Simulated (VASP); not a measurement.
Write the native input for VASP 6.6.1 that does the following.

| Item | Value |
| --- | --- |
| Task | single point |
| Functional | r2SCAN |
| Potentials or basis | VASP PAW PBE potentials, release 64 (In_d, P) |
| Cutoff | 520 eV |
| k mesh | 8 × 8 × 8 |
| Occupations | gaussian, width 0.05 eV |
| Spin | no spin polarisation |
| Dipole correction | no |
| Further INCAR settings | ALGO = Normal; EDIFF = 1e-06; NBANDS = 16 |

InP:

```xyz
2
Lattice="0.0000 2.9536 2.9979 2.9536 0.0000 2.9979 2.9536 2.9536 0.0000" Properties=species:S:1:pos:R:3 pbc="T T T"
In    0.0000    0.0000    0.0000
P     4.4304    4.4304    4.4968
```

This cell differs from its parent crystal: strain +0.000 along x and y, +0.015 along z.

The input as run:

POSCAR

```
InP
1.0
    0.0000000000      2.9535689145      2.9978724482
    2.9535689145      0.0000000000      2.9978724482
    2.9535689145      2.9535689145      0.0000000000
In P
1 1
Direct
    0.0000000000      0.0000000000      0.0000000000
    0.7500000000      0.7500000000      0.7500000000
```

INCAR.step1

```
PREC = Accurate
ENCUT = 520
ISMEAR = 0
SIGMA = 0.05
LREAL = F
LASPH = T
NELM = 60
NBANDS = 16
GGA = PE
ALGO = Normal
EDIFF = 1E-4
LWAVE = T
LCHARG = F
```

INCAR.step2

```
PREC = Accurate
ENCUT = 520
EDIFF = 1E-6
ISMEAR = 0
SIGMA = 0.05
LREAL = F
LASPH = T
NELM = 60
ALGO = Normal
ISIF = 2
LWAVE = F
LCHARG = F
METAGGA = R2SCAN
LMIXTAU = T
NBANDS = 16
ISTART = 1
```

KPOINTS

```
Automatic mesh
0
Gamma
  8 8 8
```

Potentials or basis: VASP PAW PBE potentials, release 64 (In_d, P).

Command:

```bash
$ cat potpaw_PBE.64/In_d/POTCAR potpaw_PBE.64/P/POTCAR > POTCAR
$ cp INCAR.step1 INCAR
$ mpirun -np 1 vasp_std > vasp.out
$ cp INCAR.step2 INCAR
$ mpirun -np 1 vasp_std > vasp.out
```

It gave:

The pressure is -1.1 GPa and the band gap on the k mesh is 0.92 eV.

Caveat: the cell differs from its parent crystal (strain +0.000 along x and y, +0.015 along z); the PAW data sets were made with another functional, which shifts forces and pressure a little; spin-orbit coupling is left out, which moves the levels of the heavy elements.

Wall time 68 s on 1 thread of Intel(R) Xeon(R) Platinum 8559C (Emerald Rapids), on a shared host, peak memory 0.21 GiB.
